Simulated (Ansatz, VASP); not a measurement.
**WS2 in VASP and in Ansatz**

```
CELL_PARAMETERS angstrom
3.02804 0.00000 0.00000
-1.51402 2.62236 0.00000
0.00000 0.00000 13.11110
ATOMIC_POSITIONS crystal
W 0.33333 0.66667 0.25000
W 0.66667 0.33333 0.75000
S 0.33333 0.66667 0.62029
S 0.66667 0.33333 0.12029
S 0.33333 0.66667 0.87971
S 0.66667 0.33333 0.37971
```

Change from the starting cell: strain -0.040 along x and y, +0.080 along z, atoms carried along.

Alike in both runs: task single point; functional PBE; dispersion D3(BJ); k mesh 12 × 12 × 4; occupations gaussian, width 0.05 eV; no spin polarisation.

|  | VASP | Ansatz |
| --- | --- | --- |
| version | VASP 6.6.1 | Ansatz 0.2.0 |
| potentials or method | VASP PAW PBE potentials, release 64 (W_sv, S), cutoff 520 eV | scalar-relativistic, plane waves, PAW |
| valence electrons in the cell | 52 | 52 |

|  | VASP | Ansatz | Ansatz less VASP |
| --- | --- | --- | --- |
| gap on the k mesh at the Fermi level (eV) | 0.97 | 0.97 | -0.001 |
| least direct gap on the mesh (eV) | 1.78 | 1.78 | -0.005 |
| pressure (GPa) | -0.1 | -0.1 | +0.01 |
| traceless stress, the component that is largest in VASP (GPa) | -16.32 | -16.29 | +0.025 |
| rms of the force components (eV/Å) | 0.642 | 0.644 | +0.0014 |

Atom by atom the forces differ by 0.001 eV/Å (rms over components).

Spin-orbit coupling is off throughout.
